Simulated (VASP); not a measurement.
A run of VASP 6.6.1:

The input INCAR:

```
SYSTEM = AlN
PREC = Accurate ; ENCUT = 600
EDIFF = 1E-6 ; ISMEAR = 0
SIGMA = 0.1 ; LREAL = .FALSE.
LASPH = .TRUE. ; NELM = 120
ALGO = Normal ; ISIF = 2
LWAVE = .FALSE. ; LCHARG = .FALSE.
GGA = PE ; NBANDS = 11
GGA_COMPAT = .FALSE.
```

File KPOINTS:

```
Automatic mesh
0
G
  8 8 8
  0 0 0
```

Contents of POSCAR:

```
AlN
1.0
    0.0000000000      2.0351763364      2.0351763364
    2.0351763364      0.0000000000      2.0351763364
    2.0351763364      2.0351763364      0.0000000000
Al N
1 1
Direct
    0.0000000000      0.0000000000      0.0000000000
    0.5000000000      0.5000000000      0.5000000000
```

Potentials or basis: VASP PAW PBE potentials, release 64 (Al, N).

Run with:

```sh
$ cat potpaw_PBE.64/Al/POTCAR potpaw_PBE.64/N/POTCAR > POTCAR
$ mpirun -np 1 vasp_std > vasp.out
```

Hardware: 1 thread of Intel(R) Xeon(R) 6975P-C (Granite Rapids) (shared host).

How long does it take, and how much memory?

Wall time 3 s on 1 thread of Intel(R) Xeon(R) 6975P-C (Granite Rapids), on a shared host, peak memory 0.13 GiB. Counts: scf iterations 12, k points 29.
